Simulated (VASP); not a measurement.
A run of VASP 6.6.1 is set up as follows.

POSCAR

```
SnTe
1.0
    0.1303180910      3.2239685261      3.2239685261
    3.2239685261      0.1303180910      3.2239685261
    3.2239685261      3.2239685261      0.1303180910
Sn Te
1 1
Direct
    0.0000000000      0.0000000000      0.0000000000
    0.5000000000      0.5000000000      0.5000000000
```

Contents of INCAR.step1:

```
SYSTEM = SnTe
PREC = Accurate ; ENCUT = 520
ISMEAR = -1 ; SIGMA = 0.02
LREAL = .False. ; LASPH = .True.
NELM = 80 ; NBANDS = 17
GGA = PE ; ALGO = Normal
EDIFF = 1E-4 ; LWAVE = .True.
LCHARG = .False.
```

File INCAR.step2:

```
SYSTEM = SnTe
PREC = Accurate ; ENCUT = 520
EDIFF = 1E-7 ; ISMEAR = -1
SIGMA = 0.02 ; LREAL = .False.
LASPH = .True. ; NELM = 80
ALGO = Normal ; ISIF = 2
LWAVE = .False. ; LCHARG = .False.
METAGGA = R2SCAN ; LMIXTAU = .True.
NBANDS = 17 ; ISTART = 1
```

The input KPOINTS:

```
regular mesh
0
Gamma
  8 8 8
  0 0 0
```

Potentials or basis: VASP PAW PBE potentials, release 64 (Sn_d, Te).

The run is started by

```console
$ cat potpaw_PBE.64/Sn_d/POTCAR potpaw_PBE.64/Te/POTCAR > POTCAR
$ cp INCAR.step1 INCAR
$ mpirun -np 1 vasp_std > vasp.out
$ cp INCAR.step2 INCAR
$ mpirun -np 1 vasp_std > vasp.out
```

Question: Predict the pressure.

Answer: 1.2 GPa.

Question: Estimate the band gap on the k mesh.

Answer: Zero (bands 10 and 11 overlap by 0.49 eV).

Stress tensor (GPa, compression positive):
```
 1.17 -0.71 -0.71
-0.71  1.17 -0.71
-0.71 -0.71  1.17
```

Caveat: the cell differs from its parent crystal (epitaxial 111 strain -3.0%); semilocal functionals underestimate gaps, and a narrow one can read as zero; the PAW data sets were made with another functional, which shifts forces and pressure a little; spin-orbit coupling is left out, which moves the levels of the heavy elements.
